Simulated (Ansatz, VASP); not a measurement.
## Si in VASP and in Ansatz

The input INCAR:

```
SYSTEM = Si
ALGO = Normal
EDIFF = 1E-8
ENCUT = 520
GGA = PE
ISIF = 2
ISMEAR = -1
LASPH = .True.
LCHARG = .False.
LEFG = .True.
LREAL = .False.
LWAVE = .False.
NBANDS = 11
NELM = 80
PREC = Accurate
SIGMA = 0.05
```

File KPOINTS:

```
k-points
0
Gamma
  16 16 16
  0 0 0
```

File POSCAR:

```
Si
1.0
   -2.3056525000      2.3831400000      1.2732375000
    2.2674025000     -2.4213900000      1.2767625000
    2.2345975000      2.3538600000     -1.3442925000
Si
2
Direct
    0.8070000000      0.5570000000      0.2500000000
    0.1930000000      0.4430000000      0.7500000000
```

Input for Ansatz:

```yaml
crystal:
  lattice:
    - [-2.3056525, 2.38314, 1.2732375]
    - [2.2674025, -2.42139, 1.2767625]
    - [2.2345975, 2.35386, -1.3442925]
  atoms:
    - { symbol: Si, position: [0.807, 0.557, 0.25] }
    - { symbol: Si, position: [0.193, 0.443, 0.75] }
kpoints:
  mp_grid: { grid: [16, 16, 16] }
scf:
  occupations: { method: fermi_dirac, width: 0.05 }
hamiltonian:
  xc: pbe
  pseudopotentials: { kind: all_electron, datasets: crystal }
output:
  forces: true
  stress: true
  eigenvalues: true
  efg: { contact_densities: true }
```

Change from the starting cell: equal xy, yz and zx shear strains of -3 %, crystal datasets.

Alike in both runs: task electric field gradients; functional PBE; k mesh 16 × 16 × 16; occupations fermi-dirac, width 0.05 eV; no spin polarisation.

```csv
,VASP,Ansatz
version,VASP 6.6.1,Ansatz 0.2.0
potentials or method,"VASP PAW PBE potentials, release 64 (Si), cutoff 520 eV","all-electron PAW with datasets made for the crystal, scalar-relativistic"
```

Ansatz gave:

| Property | Result |
| --- | --- |
| pressure (GPa) | 15.8 |
| traceless stress, the component that is largest in VASP (GPa) | 2.59 |
| rms of the force components (eV/Å) | 0.065 |
| size of Vzz on the site where it differs most (V/Å²) | 25.9 |

Task: Which values does VASP return?

Result: Pressure (GPa): 15.7; traceless stress, the component that is largest in VASP (GPa): 2.58; rms of the force components (eV/Å): 0.064; size of Vzz on the site where it differs most (V/Å²): 26.2.

Atom by atom the forces differ by 0.002 eV/Å (rms over components). Ansatz ran all-electron here, and VASP with PAW potentials.
